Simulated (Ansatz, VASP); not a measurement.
# Two plane-wave programs on CdTe

File INCAR:

```
SYSTEM = CdTe
PREC = Accurate
ENCUT = 520
EDIFF = 1E-6
ISMEAR = 0
SIGMA = 0.02
LREAL = .FALSE.
LASPH = .TRUE.
NELM = 80
ALGO = Normal
ISIF = 2
LWAVE = .FALSE.
LCHARG = .FALSE.
GGA = PS
NBANDS = 16
```

File KPOINTS:

```
Automatic mesh
0
G
  8 8 8
  0 0 0
```

Contents of POSCAR:

```
CdTe
1.0
    0.0000000000      3.2446714369      3.2446714369
    3.2446714369      0.0000000000      3.2446714369
    3.2446714369      3.2446714369      0.0000000000
Cd Te
1 1
Direct
    0.0000000000      0.0000000000      0.0000000000
    0.2500000000      0.2500000000      0.2500000000
```

Input for Ansatz:

```yaml
crystal:
  lattice:
    - [0.0, 3.2446714369, 3.2446714369]
    - [3.2446714369, 0.0, 3.2446714369]
    - [3.2446714369, 3.2446714369, 0.0]
  atoms:
    - { symbol: Cd, position: [0.0, 0.0, 0.0] }
    - { symbol: Te, position: [0.25, 0.25, 0.25] }
basis:
  ecutwfc: 420
kpoints:
  mp_grid: { grid: [8, 8, 8] }
  band_path:
    path:
      - [0.0, 0.0, 0.0]
      - [-0.5, -0.5, 0.0]
      - [-0.375, -0.375, 0.25]
      - [-0.375, 0.0, 0.375]
      - [0.0, 0.0, 0.5]
      - [-0.5, -0.25, 0.25]
    npoints: 1
hamiltonian:
  xc: pbesol
scf:
  occupations: { method: gaussian, width: 0.02 }
  n_extra_bands: 4
output:
  forces: true
  stress: true
  eigenvalues: true
  write_density: true
  write_potential: true
  elf: true
  volumetric_format: npy
```

Alike in both runs: task single point; functional PBEsol; k mesh 8 × 8 × 8; occupations gaussian, width 0.02 eV; no spin polarisation.

```csv
,VASP,Ansatz
version,VASP 6.6.1,Ansatz 0.2.0
potentials or method,"VASP PAW PBE potentials, release 64 (Cd, Te), cutoff 520 eV","scalar-relativistic, plane waves, PAW"
valence electrons in the cell,18,36
```

|  | VASP | Ansatz | Ansatz less VASP |
| --- | --- | --- | --- |
| gap on the k mesh at the Fermi level (eV) | 0.65 | 0.65 | -0.002 |
| least direct gap on the mesh (eV) | 0.65 | 0.65 | -0.002 |
| pressure (GPa) | 0.2 | 0.0 | -0.16 |

VASP's potentials were made for PBE, not for PBEsol. VASP's potentials hold 18 valence electrons a cell and Ansatz's 36, so a difference there can come from the potentials and not from the codes.

Neither program's run includes spin-orbit coupling.
